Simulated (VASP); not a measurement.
Input of a VASP 6.6.1 run:

Contents of INCAR:

```
PREC     = Accurate       # precision mode
ENCUT    = 450            # plane-wave cutoff, eV
EDIFF    = 1E-7           # SCF threshold, eV
ISMEAR   = 0              # smearing method
SIGMA    = 0.1            # smearing width, eV
LREAL    = F              # projectors in reciprocal space
LASPH    = T              # aspherical terms in the spheres
NELM     = 120            # most SCF steps
ALGO     = Normal         # electronic algorithm
ISIF     = 2              # what is computed and relaxed
LWAVE    = F              # write WAVECAR
LCHARG   = F              # write CHGCAR
LDIPOL   = T            
IDIPOL   = 3            
DIPOL    = 0.5 0.5 0.504
GGA      = RP             # functional
IBRION   = 2              # ionic algorithm
NSW      = 90             # ionic steps
EDIFFG   = -0.03          # ionic threshold
GGA_COMPAT= F            
NELMIN   = 4            
NELMDL   = -8
```

The input KPOINTS:

```
regular mesh
0
Gamma
  12 12 1
```

The input POSCAR:

```
Pt4Au
1.0
    2.8233810868      0.0000000000      0.0000000000
   -1.4116905434      2.4451197457      0.0000000000
    0.0000000000      0.0000000000     25.9158430120
Pt Au
4 1
Selective dynamics
Direct
    0.6666666667      0.3333333333      0.3279847002  F F F
    0.3333333333      0.6666666667      0.4169372766  F F F
    0.0000000000      0.0000000000      0.5047676286  T T T
    0.6666666667      0.3333333333      0.5940922106  T T T
    0.0000000000      0.0000000000      0.6782106395  T T T
```

Potentials or basis: VASP PAW PBE potentials, release 64 (Pt, Au).

Command:

```console
$ cat potpaw_PBE.64/Pt/POTCAR potpaw_PBE.64/Au/POTCAR > POTCAR
$ mpirun -np 1 vasp_std > vasp.out
```

**Question.** Estimate the energy gained by relaxing.

**Answer.** 52.0 meV/atom.

Final structure:
```cif
data_structure
_symmetry_space_group_name_H-M 'P 1'
_symmetry_Int_Tables_number 1
_cell_length_a 2.8234
_cell_length_b 2.8234
_cell_length_c 25.9158
_cell_angle_alpha 90.000
_cell_angle_beta 90.000
_cell_angle_gamma 120.000
_cell_volume 178.91
loop_
_atom_site_label
_atom_site_type_symbol
_atom_site_fract_x
_atom_site_fract_y
_atom_site_fract_z
_atom_site_occupancy
Pt1 Pt 0.66667 0.33333 0.32798 1
Pt2 Pt 0.33333 0.66667 0.41694 1
Pt3 Pt 0.00000 0.00000 0.50512 1
Pt4 Pt 0.66667 0.33333 0.59490 1
Au1 Au 0.00000 0.00000 0.69213 1
```

Caveat: the highest band is partly filled, so the run has too few bands.
